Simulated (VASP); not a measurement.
Set up this calculation in VASP 6.6.1, as the native input.

```yaml
Task: single point
Functional: revPBE
Potentials_or_basis: VASP PAW PBE potentials, release 64 (K_sv, Br)
Cutoff: 500 eV
k_mesh: 4 × 4 × 4
Occupations: methfessel-paxton, width 0.02 eV
Spin: no spin polarisation
Dipole_correction: no
Further_INCAR_settings: ALGO = Normal; EDIFF = 1e-06; NBANDS = 15
```

The structure of KBr lies in POSCAR:

```
KBr
1.0
    4.0769178626      0.0000000000      0.0000000000
    0.0000000000      4.0769178626      0.0000000000
    0.0000000000      0.0000000000      4.0769178626
K Br
1 1
Direct
    0.0000000000      0.0000000000      0.0000000000
    0.5000000000      0.5000000000      0.5000000000
```

These files were run (other wordings do the same):

INCAR

```
SYSTEM = KBr
  ALGO = Normal
  EDIFF = 1E-6
  ENCUT = 500
  GGA = RE
  GGA_COMPAT = .FALSE.
  ISIF = 2
  ISMEAR = 1
  LASPH = .TRUE.
  LCHARG = .FALSE.
  LREAL = .FALSE.
  LWAVE = .FALSE.
  NBANDS = 15
  NELM = 120
  PREC = Accurate
  SIGMA = 0.02
```

KPOINTS

```
k-points
0
G
  4 4 4
  0 0 0
```

Potentials or basis: VASP PAW PBE potentials, release 64 (K_sv, Br).

Command:

```console
$ cat potpaw_PBE.64/K_sv/POTCAR potpaw_PBE.64/Br/POTCAR > POTCAR
$ mpirun -np 1 vasp_std > vasp.out
```

Results of the run:

```json
{"Pressure": "0.8 GPa", "Band gap on the k mesh": "4.06 eV, indirect (least direct gap 4.30 eV)"}
```

Caveat: the PAW data sets were made with another functional, which shifts forces and pressure a little.

Run time: 5.1 s on 1 thread of Intel(R) Xeon(R) 6975P-C (Granite Rapids), with other jobs on the host, peak memory 0.16 GiB.
